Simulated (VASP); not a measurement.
The system is VPt3.

```xyz
4
Lattice="3.8790 0.0000 0.0000 0.0000 3.8790 0.0000 0.0000 0.0000 3.8790" Properties=species:S:1:pos:R:3 pbc="T T T"
V     0.0000    0.0000    0.0000
Pt    0.0000    1.9395    1.9395
Pt    1.9395    0.0000    1.9395
Pt    1.9395    1.9395    0.0000
```

Base run:

```yaml
Program: VASP 6.6.1
Functional: LDA
Potentials_or_basis: VASP PAW LDA potentials, release 64 (V_sv, Pt)
Cutoff: 520 eV
k_mesh: 7 × 7 × 7
Occupations: fermi-dirac, width 0.1 eV
Spin: collinear spin, ferromagnetic start
Starting_moments: "[0.32, 0.0, 0.0, 0.0] μB"
Fixed_moment: 0.32 μB
```

Its results: pressure -7.5 GPa; net moment 0.32 μB per cell; site moments V +0.40; Pt -0.04 μB.

Task: After a change of settings the same cell gave: pressure -6.8 GPa; net moment 1.28 μB per cell; site moments V +1.27; Pt -0.03 μB. Which change was it?
A. fixed moment from 0.32 μB to 2.6 μB; moments at the start from [0.32, 0.0, 0.0, 0.0] to [2.6, 0.0, 0.0, 0.0]
B. fixed moment from 0.32 μB to 0.65 μB; moments at the start from [0.32, 0.0, 0.0, 0.0] to [0.65, 0.0, 0.0, 0.0]
C. fixed moment from 0.32 μB to none; moments at the start from [0.32, 0.0, 0.0, 0.0] to [2.0, 0.0, 0.0, 0.0]
D. fixed moment from 0.32 μB to 0.97 μB; moments at the start from [0.32, 0.0, 0.0, 0.0] to [0.97, 0.0, 0.0, 0.0]

Result: C.

Caveats: the cell stands under tension; the total moment is fixed, so each spin has its own Fermi level and the state may be an excited one (at least some runs).
